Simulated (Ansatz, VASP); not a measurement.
## In in VASP and in Ansatz

INCAR

```
SYSTEM = In
  PREC = Accurate
  ENCUT = 520
  EDIFF = 1E-6
  ISMEAR = -1
  SIGMA = 0.1
  LREAL = .False.
  LASPH = .True.
  NELM = 80
  ALGO = Normal
  ISIF = 2
  LWAVE = .False.
  LCHARG = .False.
  GGA = PE
  NBANDS = 12
```

Contents of KPOINTS:

```
Automatic mesh
0
Gamma
  6 6 7
  0 0 0
```

File POSCAR:

```
In
1.0
   -1.6482197047      1.6973406184      2.5249789927
    1.6973406184     -1.6482197047      2.5249789927
    1.6043570008      1.6043570008     -2.4927016059
In
1
Direct
    0.0000000000      0.0000000000      0.0000000000
```

Input for Ansatz:

```yaml
crystal:
  lattice:
    - [-1.6482197047, 1.6973406184, 2.5249789927]
    - [1.6973406184, -1.6482197047, 2.5249789927]
    - [1.6043570008, 1.6043570008, -2.4927016059]
  atoms:
    - { symbol: In, position: [0.0, 0.0, 0.0] }
hamiltonian:
  xc: pbe
  pseudopotentials:
    kind: paw
    azcp:
      In: "pseudopotentials/In.paw.azcp"
basis:
  ecutwfc: 420
  fft_grid_basis: typed
kpoints:
  mp_grid: { grid: [6, 6, 7], shift: [0, 0, 0] }
magnetization:
  spin_polarized: false
scf:
  occupations: { method: fermi_dirac, width: 0.1 }
  lower_state_search: "off"
output:
  stress: true
```

Alike in both runs: task single point; functional PBE; k mesh 6 × 6 × 7; occupations fermi-dirac, width 0.1 eV; no spin polarisation.

```csv
,VASP,Ansatz
version,VASP 6.6.1,Ansatz 0.2.0
potentials or method,"VASP PAW PBE potentials, release 64 (In_d), cutoff 520 eV","plane waves (420 eV) with PAW, scalar-relativistic"
valence electrons in the cell,13,13
```

```tsv
	VASP	Ansatz	Ansatz less VASP
pressure (GPa)	-0.1	0.0	+0.04
traceless stress, the component that is largest in VASP (GPa)	1.49	1.49	+0.001
```

The k mesh is coarse, so the values compare programs but aren't converged.
